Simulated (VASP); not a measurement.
Ni: single point with PBE

Crystal: Ni.

```xyz
1
Lattice="2.4129 0.0000 0.0000 -1.2065 2.0896 0.0000 0.0000 0.0000 2.3515" Properties=species:S:1:pos:R:3 pbc="T T T"
Ni    0.0000    0.0000    0.0000
```

This isn't the form of Ni at room conditions, which is fcc.

- Program: VASP 6.6.1
- Task: single point
- Functional: PBE
- Potentials or basis: VASP PAW PBE potentials, release 64 (Ni_sv_GW)
- Cutoff: 590 eV
- k mesh: 18 × 18 × 17
- Occupations: fermi-dirac, width 0.1 eV
- Spin: collinear spin, ferromagnetic start
- Starting moments: [1.0] μB
- Dipole correction: no
- Further INCAR settings: ALGO = Normal; EDIFF = 1e-06; NBANDS = 19

```json
{
  "Pressure": "-3.9 GPa",
  "Net moment": "0.50 μB per cell",
  "Site moments": "Ni +0.52 μB",
  "Valence electrons inside the program's atomic spheres": "Ni 16.35"
}
```

Stress tensor (GPa, compression positive):
```
-3.92  0.00  0.00
 0.00 -3.92  0.00
 0.00  0.00 -3.81
```

Levels at points of the mesh, in eV from the Fermi level:
Spin up:
```tsv
k point	band 6	band 7	band 8	band 9	band 10	band 11	band 12	band 13
(0.00, 0.00, 0.00)	-3.62	-2.10	-2.10	-0.29	-0.29	18.38	23.28	23.50
(0.50, 0.00, 0.00)	-3.05	-1.42	-0.51	-0.14	-0.14	5.30	17.00	22.35
```
Spin down:
```tsv
k point	band 7	band 8	band 9	band 10	band 11	band 12
(0.00, 0.00, 0.00)	-1.56	-1.56	0.29	0.29	18.41	23.39
(0.50, 0.00, 0.00)	-0.89	-0.17	0.05	0.47	5.61	17.04
```

It took 78 s on 1 thread of Intel(R) Xeon(R) 6975P-C (Granite Rapids) (shared host), peak memory 0.27 GiB.

Caveat: the cell stands under tension.
